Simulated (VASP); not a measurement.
# Y3NbO2 (P-4m2) in VASP: density of states with PBE

Aim: the density of states of Y3NbO2 with PBE.

All numbers are computed with VASP 6.6.1; they aren't measurements. Logs are shortened: lines on timing, memory, paths and dates and some standing lists are left out, and cuts for length are marked.

## 1. The cell of the first run

It takes space group P-4m2 (No. 115, tetragonal). The conventional cell has a = 3.795 Å, b = 3.795 Å, c = 8.143 Å, α = 90.00°, β = 90.00°, γ = 90.00°. Within 3.2 Å of Y (site symmetry -4m2) lie 4 O at 2.44 Å and 4 Nb at 2.68 Å. Within 3.9 Å of Y (site symmetry 2mm) lie 5 O at 2.98 to 3.77 Å and 10 Y at 3.41 to 3.79 Å and 2 Nb at 3.41 Å. Within 3.2 Å of Nb (site symmetry -4m2) lie 4 O at 2.44 Å and 4 Y at 2.68 Å. Within 3.2 Å of O (site symmetry 2mm) lie 6 Y at 2.44 to 2.98 Å and 2 Nb at 2.44 Å.

## 2. Density of states, PBE

The input, POSCAR:

```
Y3NbO2
1.0
    3.7949938162      0.0000000000      0.0000000000
    0.0000000000      3.7949938162      0.0000000000
    0.0000000000      0.0000000000      8.1427854469
Y Nb O
3 1 2
Direct
    0.5000000000      0.5000000000      0.0000000000
    0.0000000000      0.5000000000      0.3480184669
    0.5000000000      0.0000000000      0.6519815331
    0.0000000000      0.0000000000      0.0000000000
    0.0000000000      0.5000000000      0.8112664361
    0.5000000000      0.0000000000      0.1887335639
```

The input, INCAR.step1:

```
SYSTEM = Y3NbO2
PREC     = Accurate       ! precision mode
ENCUT    = 520            ! plane-wave cutoff, eV
EDIFF    = 1E-6           ! SCF threshold, eV
ISMEAR   = 0              ! smearing method
SIGMA    = 0.1            ! smearing width, eV
LREAL    = .False.        ! projectors in reciprocal space
LASPH    = .True.         ! aspherical terms in the spheres
NELM     = 100            ! most SCF steps
ALGO     = Normal         ! electronic algorithm
ISIF     = 2              ! what is computed and relaxed
LWAVE    = .False.        ! write WAVECAR
LCHARG   = .True.         ! write CHGCAR
LMAXMIX  = 4              ! l up to which the mixer works
GGA      = PE             ! functional
NBANDS   = 38             ! bands
```

The input, KPOINTS.step1:

```
Automatic mesh
0
Gamma
  10 10 6
  0 0 0
```

The input, INCAR.step2:

```
SYSTEM = Y3NbO2
PREC     = Accurate       ! precision mode
ENCUT    = 520            ! plane-wave cutoff, eV
EDIFF    = 1E-6           ! SCF threshold, eV
ISMEAR   = -5             ! smearing method
SIGMA    = 0.1            ! smearing width, eV
LREAL    = .False.        ! projectors in reciprocal space
LASPH    = .True.         ! aspherical terms in the spheres
NELM     = 100            ! most SCF steps
ALGO     = Normal         ! electronic algorithm
ISIF     = 2              ! what is computed and relaxed
LWAVE    = .False.        ! write WAVECAR
LCHARG   = .False.        ! write CHGCAR
LMAXMIX  = 4              ! l up to which the mixer works
GGA      = PE             ! functional
LORBIT   = 10             ! projections on sites
NBANDS   = 38             ! bands
NEDOS    = 2001           ! points of the DOS
ICHARG   = 11             ! starting density
```

The input, KPOINTS.step2:

```
Automatic mesh
0
Gamma
  15 15 9
  0 0 0
```

Potentials or basis: VASP PAW PBE potentials, release 64 (Y_sv, Nb_sv, O).

Run with:

```
$ cat potpaw_PBE.64/Y_sv/POTCAR potpaw_PBE.64/Nb_sv/POTCAR potpaw_PBE.64/O/POTCAR > POTCAR
$ cp INCAR.step1 INCAR
$ cp KPOINTS.step1 KPOINTS
$ mpirun -np 1 vasp_std > vasp.out
$ cp INCAR.step2 INCAR
$ cp KPOINTS.step2 KPOINTS
$ mpirun -np 1 vasp_std > vasp.out
```

OUTCAR:

```text
SYSTEM = Y3NbO2
   PREC = Accurate
   ENCUT = 520
   EDIFF = 1E-6
   ISMEAR = -5
   LREAL = .False.
   LASPH = .True.
   NELM = 100
   ISIF = 2
   GGA = PE
   LORBIT = 10
   ICHARG = 11

 ion  position               nearest neighbor table
   1  0.500  0.500  0.000-   5 2.44   6 2.44   6 2.44   5 2.44   4 2.68   4 2.68   4 2.68   4 2.68
                             2 3.41   3 3.41   3 3.41   2 3.41
   2  0.000  0.500  0.348-   6 2.98   6 2.98   6 2.98   6 2.98   4 3.41   1 3.41   1 3.41   4 3.41
                             3 3.65   3 3.65   3 3.65   3 3.65
   3  0.500  0.000  0.652-   5 2.98   5 2.98   5 2.98   5 2.98   4 3.41   4 3.41   1 3.41   1 3.41
                             2 3.65   2 3.65   2 3.65   2 3.65
   4  0.000  0.000  0.000-   5 2.44   6 2.44   5 2.44   6 2.44   1 2.68   1 2.68   1 2.68   1 2.68
                             2 3.41   3 3.41   2 3.41   3 3.41
   5  0.000  0.500  0.811-   1 2.44   4 2.44   4 2.44   1 2.44   3 2.98   3 2.98   3 2.98   3 2.98

   6  0.500  0.000  0.189-   1 2.44   4 2.44   1 2.44   4 2.44   2 2.98   2 2.98   2 2.98   2 2.98

  LATTYP: Found a simple tetragonal cell.
 ALAT       =     3.7949938162
 C/A-ratio  =     2.1456650106

  Lattice vectors:

 A1 = (   3.7949938162,   0.0000000000,   0.0000000000)
 A2 = (   0.0000000000,   3.7949938162,   0.0000000000)
 A3 = (   0.0000000000,   0.0000000000,   8.1427854469)

Analysis of symmetry for initial positions (statically):
=====================================================================
 Subroutine PRICEL returns:
 Original cell was already a primitive cell.

 Routine SETGRP: Setting up the symmetry group for a
 simple tetragonal supercell.

 Subroutine GETGRP returns: Found  8 space group operations
 (whereof  8 operations were pure point group operations)
 out of a pool of 16 trial point group operations.

The static configuration has the point symmetry D_2d.

Analysis of symmetry for dynamics (positions and initial velocities):
=====================================================================
 Subroutine PRICEL returns:
 Original cell was already a primitive cell.

 Routine SETGRP: Setting up the symmetry group for a
 simple tetragonal supercell.

 Subroutine GETGRP returns: Found  8 space group operations
 (whereof  8 operations were pure point group operations)
 out of a pool of 16 trial point group operations.

The dynamic configuration has the point symmetry D_2d.

 Subroutine INISYM returns: Found  8 space group operations
 (whereof  8 operations are pure point group operations),
 and found     1 'primitive' translations

----------------------------------------------------------------------------------------

                                     Primitive cell

  volume of cell :     117.2722

  direct lattice vectors                    reciprocal lattice vectors
     3.794993816  0.000000000  0.000000000     0.263505041  0.000000000  0.000000000
     0.000000000  3.794993816  0.000000000     0.000000000  0.263505041  0.000000000
     0.000000000  0.000000000  8.142785447     0.000000000  0.000000000  0.122808099

  length of vectors
     3.794993816  3.794993816  8.142785447     0.263505041  0.263505041  0.122808099

  position of ions in fractional coordinates (direct lattice)
     0.500000000  0.500000000  0.000000000
     0.000000000  0.500000000  0.348018467
     0.500000000  0.000000000  0.651981533
     0.000000000  0.000000000  0.000000000
     0.000000000  0.500000000  0.811266436
     0.500000000  0.000000000  0.188733564

  ion indices of the primitive-cell ions
   primitive index   ion index
                 1           1
                 2           2
                 3           3
                 4           4
                 5           5
                 6           6

----------------------------------------------------------------------------------------

 KPOINTS: Automatic mesh

Automatic generation of k-mesh.
 Grid dimensions read from file:
 generate k-points for:   15   15    9

 Generating k-lattice:

  Cartesian coordinates                     Fractional coordinates (reciprocal lattice)
     0.017567003  0.000000000  0.000000000     0.066666667  0.000000000  0.000000000
     0.000000000  0.017567003  0.000000000     0.000000000  0.066666667  0.000000000
     0.000000000  0.000000000  0.013645344     0.000000000  0.000000000  0.111111111

  Length of vectors
     0.017567003  0.017567003  0.013645344

  Shift w.r.t. Gamma in fractional coordinates (k-lattice)
     0.000000000  0.000000000  0.000000000

 TETIRR: Found   3013 inequivalent tetrahedra from    12150

 Subroutine IBZKPT returns following result:
 ===========================================

 Found    180 irreducible k-points:

 Following reciprocal coordinates:
            Coordinates               Weight
  0.000000  0.000000  0.000000      1.000000
  0.066667  0.000000  0.000000      4.000000
  0.133333  0.000000  0.000000      4.000000
  0.200000  0.000000  0.000000      4.000000
  0.266667  0.000000  0.000000      4.000000
  0.333333  0.000000  0.000000      4.000000
[... 16 lines left out ...]
  0.266667  0.200000  0.000000      8.000000
  0.333333  0.200000  0.000000      8.000000
 [... further k-points ...]
   k-points           NKPTS =    180   k-points in BZ     NKDIM =    180   number of bands    NBANDS=     38
   number of dos      NEDOS =   2001   number of ions     NIONS =      6
   total plane-waves  NPLWV =  50176
   dimension x,y,z NGX =    28 NGY =   28 NGZ =   64
   dimension x,y,z NGXF=    56 NGYF=   56 NGZF=  128
   ions per type =               3   1   2
   NGX,Y,Z   is equivalent  to a cutoff of  12.27, 12.27, 13.07 a.u.
   NGXF,Y,Z  is equivalent  to a cutoff of  24.53, 24.53, 26.13 a.u.
 SYSTEM =  Y3NbO2
   PREC   = accura    normal or accurate (medium, high low for compatibility)
   ISTART =      0    job   : 0-new  1-cont  2-samecut
   ICHARG =     11    charge: 1-file 2-atom 10-const
   ISPIN  =      1    spin polarized calculation?
   LNONCOLLINEAR =      F non collinear calculations
   LSORBIT =      F    spin-orbit coupling
   LASPH  =      T    aspherical Exc in radial PAW
   ENCUT  =  520.0 eV  38.22 Ry    6.18 a.u.   7.06  7.06 15.14*2*pi/ulx,y,z
   NELM   =    100;   NELMIN=  2; NELMDL=  0     # of ELM steps
   EDIFF  = 0.1E-05   stopping-criterion for ELM
   LREAL  =      F    real-space projection
   EDIFFG = 0.1E-04   stopping-criterion for IOM
   NSW    =      0    number of steps for IOM
   IBRION =     -1    ionic relax: 0-MD 1-quasi-New 2-CG
   NFREE  =      0    steps in history (QN), initial steepest desc. (CG)
   ISIF   =      2    stress and relaxation
   ISYM   =      2    0-nonsym 1-usesym 2-fastsym
   POTIM  = 0.5000    time-step for ionic-motion
   TEBEG  =    0.0;   TEEND  =   0.0 temperature during run
   PSTRESS=    0.0 pullay stress
   NELECT =      58.0000    total number of electrons
   NUPDOWN=      -1.0000    fix difference up-down
   EMIN   =  10.00;   EMAX   =-10.00  energy-range for DOS
   EFERMI =   0.00;   METHOD = LEGACY
   ISMEAR =    -5;   SIGMA  =   0.10  broadening in eV -4-tet -1-fermi 0-gaus
   EFERMI_NEDOS =   21; number of points for ismear=-14 and -15
   IALGO  =     38    algorithm
   IMIX   =      4    mixing-type and parameters
     AMIX     =   0.40;   BMIX     =  1.00
     AMIX_MAG =   1.60;   BMIX_MAG =  1.00
  volume/ion in A,a.u.               =      19.55       131.90
  Fermi-wavevector in a.u.,A,eV,Ry     =   1.294650  2.446534 22.804986  1.676119
  Thomas-Fermi vector in A             =   2.426220
   LORBIT       =     10    0 simple, 1 ext, 2 COOP (PROOUT), +10 PAW based schemes
   GGA     = PE    functional components
   LHFCALC =     F    Hartree Fock is set to
   AEXX    =    0.0000 exact exchange contribution
   IVDW    =     0    specifies the selected vdW correction
   LEPSILON=     F    determine dielectric tensor
   LRPA    =     F    only Hartree local field effects (RPA)
 non-spin polarized calculation
 Fermi weights with tetrahedron method with Bloechl corrections
  energy-cutoff  :      520.00
  volume of cell :      117.27
 maximum number of plane-waves:      3179

 number of electron      57.9999986 magnetization

 Free energy of the ion-electron system (eV)
  ---------------------------------------------------
  ext. energy  EPLUGINS =         0.00000000
  ---------------------------------------------------
  free energy    TOTEN  =       -44.17116327 eV

  energy without entropy =      -44.17116327  energy(sigma->0) =      -44.17116327

 E-fermi :   5.2859     XC(G=0): -10.5137

 val. band max:        5.2901921684   @ k =   0.4667   0.2000   0.1111
 cond. band min:       5.2835887209   @ k =   0.2667   0.0000   0.2222
 fundamental gap:     -0.0066034475
 Fermi energy:         5.2859171605

 k-point     1 :       0.0000    0.0000    0.0000
  band No.  band energies     occupation
      1     -49.6416      2.00000
      2     -37.8161      2.00000
      3     -37.7835      2.00000
      4     -36.1663      2.00000
      5     -25.8505      2.00000
      6     -25.8505      2.00000
[... 30 lines left out ...]
     37       8.0980      0.00000
     38       8.5817      0.00000

 k-point     2 :       0.0667    0.0000    0.0000
  band No.  band energies     occupation
      1     -49.6413      2.00000
      2     -37.8153      2.00000
      3     -37.7834      2.00000
      4     -36.1672      2.00000
      5     -25.8497      2.00000
      6     -25.8484      2.00000
[... 30 lines left out ...]
     37       8.1474      0.00000
     38       8.5436      0.00000
[... 859 lines left out ...]
     37       8.0735      0.00000
     38       8.3748      0.00000

 k-point    24 :       0.3333    0.2000    0.0000
  band No.  band energies     occupation
      1     -49.6348      2.00000
      2     -37.7950      2.00000
      3     -37.7818      2.00000
      4     -36.1738      2.00000
      5     -25.8999      2.00000
      6     -25.8200      2.00000
[... 30 lines left out ...]
     37       7.9752      0.00000
     38       8.4188      0.00000

 [... further k-points ...]
[... 5 lines left out ...]
  --------------------------------------------------------------------------------------
  -------------------------------------------------------------------------------------
  Total       -0.1238646     -0.1238646     -0.2194181      0.0000000     -0.0000000      0.0000000
  in kB       -1.6922425     -1.6922425     -2.9976978      0.0000000     -0.0000000      0.0000000
  external PRESSURE =      -2.1273943 kB  Pullay stress =       0.0000000 kB

 VOLUME and BASIS-vectors are now :
 -----------------------------------------------------------------------------
  energy-cutoff  :      520.00
  volume of cell :      117.27
      direct lattice vectors                 reciprocal lattice vectors
     3.794993816  0.000000000  0.000000000     0.263505041  0.000000000  0.000000000
     0.000000000  3.794993816  0.000000000     0.000000000  0.263505041  0.000000000
     0.000000000  0.000000000  8.142785447     0.000000000  0.000000000  0.122808099

 POSITION                                       TOTAL-FORCE (eV/Angst)
 -----------------------------------------------------------------------------------
      1.89750      1.89750      0.00000         0.000000     -0.000000      0.000000
      0.00000      1.89750      2.83384        -0.000000      0.000000      0.017668
      1.89750      0.00000      5.30895        -0.000000      0.000000     -0.017668
      0.00000      0.00000      0.00000        -0.000000      0.000000      0.000000
      0.00000      1.89750      6.60597        -0.000000      0.000000     -0.008337
      1.89750      0.00000      1.53682        -0.000000      0.000000      0.008337
 -----------------------------------------------------------------------------------
    total drift:                                0.000000      0.000000     -0.000000

  FREE ENERGIE OF THE ION-ELECTRON SYSTEM (eV)
  ---------------------------------------------------
  free  energy   TOTEN  =       -44.1711632662 eV

  energy  without entropy=      -44.1711632662  energy(sigma->0) =      -44.17116327

 total charge

# of ion       s       p       d       f       tot
--------------------------------------------------
    1        2.245   6.483   1.626   0.103  10.457
    2        2.248   6.194   0.864   0.015   9.321
    3        2.248   6.194   0.864   0.015   9.321
    4        2.151   5.963   2.708   0.000  10.822
    5        1.572   3.310   0.000   0.000   4.882
    6        1.572   3.310   0.000   0.000   4.882
--------------------------------------------------
tot         12.036  31.455   6.062   0.133  49.685
```

It took 20 min on 1 thread of Intel Xeon Platinum 8259CL at 2.50GHz (Skylake/Cascade Lake), shared host; peak memory 0.77 GiB.

Results:

- Valence electrons inside the program's atomic spheres: Y 10.46, 9.32; Nb 10.82; O 4.88

Levels at points of the mesh, in eV from the Fermi level:
| k point | band 26 | band 27 | band 28 | band 29 | band 30 | band 31 | band 32 | band 33 |
| --- | --- | --- | --- | --- | --- | --- | --- | --- |
| (0.00, 0.00, 0.00) | -2.17 | -1.86 | -0.89 | -0.32 | 0.30 | 0.72 | 0.90 | 1.45 |

Caveat: tetrahedron occupations give inexact forces and stress in metals.
